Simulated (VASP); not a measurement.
Input of a VASP 6.6.1 run:

The input INCAR:

```
SYSTEM = Si2W
PREC     = Accurate       ! precision mode
ENCUT    = 520            ! plane-wave cutoff, eV
EDIFF    = 1E-8           ! SCF threshold, eV
ISMEAR   = -1             ! smearing method
SIGMA    = 0.05           ! smearing width, eV
LREAL    = .FALSE.        ! projectors in reciprocal space
LASPH    = .TRUE.         ! aspherical terms in the spheres
NELM     = 100            ! most SCF steps
ALGO     = Normal         ! electronic algorithm
ISIF     = 2              ! what is computed and relaxed
LWAVE    = .FALSE.        ! write WAVECAR
LCHARG   = .FALSE.        ! write CHGCAR
GGA      = PS             ! functional
NBANDS   = 18             ! bands
IBRION   = 8              ! ionic algorithm
NSW      = 1              ! ionic steps
```

File KPOINTS:

```
Automatic mesh
0
G
  12 12 12
  0 0 0
```

File POSCAR:

```
Si2W
1.0
   -1.6069000000      1.6069000000      3.9149500000
    1.6069000000     -1.6069000000      3.9149500000
    1.6069000000      1.6069000000     -3.9149500000
W Si
1 2
Direct
    0.0000000000      0.0000000000      0.0000000000
    0.6653000000      0.6653000000      0.0000000000
    0.3347000000      0.3347000000      0.0000000000
```

Potentials or basis: VASP PAW PBE potentials, release 64 (W_sv, Si).

Launch:

```sh
$ cat potpaw_PBE.64/W_sv/POTCAR potpaw_PBE.64/Si/POTCAR > POTCAR
$ mpirun -np 1 vasp_std > vasp.out
```

**Question.** Predict the highest phonon frequency at Γ, LO-TO splitting left out.

**Answer.** 446 cm⁻¹.

Phonon frequencies in cm⁻¹ (negative: imaginary):
```tsv
q point	frequencies
(0.000, 0.000, 0.000)	0 0 0 259 259 302 336 336 446
```

Caveat: the cell wasn't relaxed at this level first, which shifts response properties.
